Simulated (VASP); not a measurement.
Set up this calculation in VASP 6.6.1, as the native input.

| Quantity | Value |
| --- | --- |
| Task | single point |
| Functional | PBEsol |
| Potentials or basis | VASP PAW PBE potentials, release 64 (Ga_d, P) |
| Cutoff | 520 eV |
| k mesh | 7 × 5 × 1 |
| Occupations | gaussian, width 0.05 eV |
| Spin | no spin polarisation |
| Dipole correction | yes |
| Further INCAR settings | ALGO = Normal; EDIFF = 1e-06; NBANDS = 76 |

The structure of GaP lies in POSCAR:

```
GaP
1.0
    3.8455650149      0.0000000000      0.0000000000
    0.0000000000      5.4384501990      0.0000000000
    0.0000000000      0.0000000000     26.5366950446
Ga P
7 7
Direct
    0.5000000000      0.5572052946      0.2986922050
    0.0000000000     -0.0171055141      0.3522177955
    0.5000000000      0.4874952391      0.4281923728
    0.0000000000     -0.0150002428      0.4999997379
    0.5000000000      0.4874913554      0.5718094523
    0.0000000000     -0.0171115888      0.6477807112
    0.5000000000      0.5572008072      0.7013094921
    0.0000000000      0.7648595077      0.2748287909
    0.5000000000      0.2332076658      0.3555721795
    0.0000000000      0.7391545829      0.4268085733
    0.5000000000      0.2353909066      0.5000001179
    0.0000000000      0.7391521714      0.5731894441
    0.5000000000      0.2332014524      0.6444284366
    0.0000000000      0.7648583626      0.7251706908
```

The input as run:

INCAR

```
SYSTEM = GaP
PREC = Accurate ; ENCUT = 520
EDIFF = 1E-6 ; ISMEAR = 0
SIGMA = 0.05 ; LREAL = .False.
LASPH = .True. ; NELM = 80
ALGO = Normal ; ISIF = 2
LWAVE = .False. ; LCHARG = .False.
LDIPOL = .True. ; IDIPOL = 3
DIPOL = 0.5 0.5 0.500 ; GGA = PS
NBANDS = 76
```

KPOINTS

```
regular mesh
0
Gamma
  7 5 1
  0 0 0
```

Potentials or basis: VASP PAW PBE potentials, release 64 (Ga_d, P).

Run with:

```sh
$ cat potpaw_PBE.64/Ga_d/POTCAR potpaw_PBE.64/P/POTCAR > POTCAR
$ mpirun -np 1 vasp_std > vasp.out
```

Results of the run:

| Quantity | Value |
| --- | --- |
| Largest force | 0.017 eV/Å |
| Band gap on the k mesh | 0.98 eV (least direct gap 1.62 eV) |

Caveat: the PAW data sets were made with another functional, which shifts forces and pressure a little.

It took 17 min on 1 thread of Intel(R) Xeon(R) Platinum 8375C CPU @ 2.90GHz (Ice Lake), on a shared host, peak memory 0.73 GiB.
